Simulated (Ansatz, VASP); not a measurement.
One calculation of SiBi2Te5, two programs

```
Si Bi Te
1.0
     4.18682    0.00000    0.00000
    -2.09341    3.62589    0.00000
     0.00000    0.00000   17.26798
Si Bi Te
1 2 5
Direct
  0.00000 0.00000 0.50000
  0.33333 0.66667 0.12648
  0.66667 0.33333 0.87352
  0.33333 0.66667 0.41379
  0.66667 0.33333 0.58621
  0.66667 0.33333 0.23391
  0.33333 0.66667 0.76609
  0.00000 0.00000 0.00000
```

Alike in both runs: functional PBE; k mesh 12 × 12 × 2; occupations gaussian, width 0.1 eV; no spin polarisation.

Ansatz relaxed the structure, and its values are those at the end. VASP's run is a single point on that final structure, the one shown.

|  | VASP | Ansatz |
| --- | --- | --- |
| version | VASP 6.6.1 | Ansatz 0.2.0 |
| potentials or method | VASP PAW PBE potentials, release 64 (Si, Bi_d, Te), cutoff 520 eV | scalar-relativistic, plane waves, PAW |
| valence electrons in the cell | 64 | 114 |

|  | VASP | Ansatz | Ansatz less VASP |
| --- | --- | --- | --- |
| gap on the k mesh at the Fermi level (eV) | none | none | - |
| pressure (GPa) | 0.0 | 0.0 | +0.01 |
| rms of the force components (eV/Å) | 0.004 | 0.001 | -0.0039 |

A gap of «none» marks a metal or a gap that the smearing closes. VASP's potentials hold 64 valence electrons a cell and Ansatz's 114, so a difference there can come from the potentials and not from the codes.

Spin-orbit coupling is off throughout.
